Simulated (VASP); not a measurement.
A run of VASP 6.6.1 is set up as follows.

File INCAR:

```
SYSTEM = Zr
PREC = Accurate
ENCUT = 520
EDIFF = 1E-6
ISMEAR = 0
SIGMA = 0.014
LREAL = .False.
LASPH = .True.
NELM = 60
ALGO = Fast
ISIF = 2
LWAVE = .False.
LCHARG = .False.
GGA = PE
NBANDS = 19
```

KPOINTS

```
Automatic mesh
0
Gamma
  9 9 5
  0 0 0
```

POSCAR

```
Zr
1.0
    3.2320000000      0.0000000000      0.0000000000
   -1.6160000000      2.7989941050      0.0000000000
    0.0000000000      0.0000000000      5.1470000000
Zr
2
Direct
    0.6666666667      0.3333333333      0.7500000000
    0.3333333333      0.6666666667      0.2500000000
```

Potentials or basis: VASP PAW PBE potentials, release 64 (Zr_sv).

Launch:

```console
$ cat potpaw_PBE.64/Zr_sv/POTCAR > POTCAR
$ mpirun -np 1 vasp_std > vasp.out
```

Problem. Estimate the pressure.

Solution. 0.6 GPa.

Problem. What does it give for the band gap on the k mesh?

Solution. Zero (band 12 reaches 9.85 eV, above the bottom of band 13 at 8.74 eV).

Stress tensor (GPa, compression positive):
```
0.21 0.00 0.00
0.00 0.21 0.00
0.00 0.00 1.34
```
